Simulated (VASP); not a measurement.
KF:

```
K F
1.0
     4.54670    0.00000    0.00000
    -2.27335    3.93756    0.00000
     0.00000    0.00000    5.37442
K F
2 2
Direct
  0.33333 0.66667 0.93750
  0.66667 0.33333 0.43750
  0.33333 0.66667 0.43750
  0.66667 0.33333 0.93750
```

* Program: VASP 6.6.1
* Task: relaxation of cell and atoms
* Functional: PBEsol
* Potentials or basis: VASP PAW PBE potentials, release 64 (K_sv, F)
* Cutoff: 600 eV
* k mesh: 6 × 6 × 4
* Occupations: fermi-dirac, width 0.02 eV
* Spin: no spin polarisation

At the start: pressure -1.3 GPa; volume 24.05 Å³/atom.

**Question.** How do energy, volume and symmetry change on relaxing?

**Answer.** Over 5 steps the energy falls by 5.8 meV/atom and the volume is 22.73 Å³/atom (-5.5 %); space group P6_3/mmc (No. 194, to 0.1 Å) before and after.

Step by step:
```csv
step,energy change (eV),largest force (eV/Å),pressure (GPa),volume (Å³)
1,0.0000,0.0000,-1.31,96.22
2,-0.0173,0.0000,-0.70,93.51
3,-0.0231,0.0000,-0.04,91.07
4,-0.0231,0.0000,0.00,90.93
5,-0.0231,0.0000,0.00,90.92
```

Final structure:
```
K F
1.0
     4.46757    0.00000    0.00000
    -2.23378    3.86903    0.00000
     0.00000    0.00000    5.26012
K F
2 2
Direct
  0.33333 0.66667 0.93750
  0.66667 0.33333 0.43750
  0.33333 0.66667 0.43750
  0.66667 0.33333 0.93750
```

Caveat: the structure was generated, so it needn't be the stable form of KF; the PAW data sets were made with another functional, which shifts forces and pressure a little.
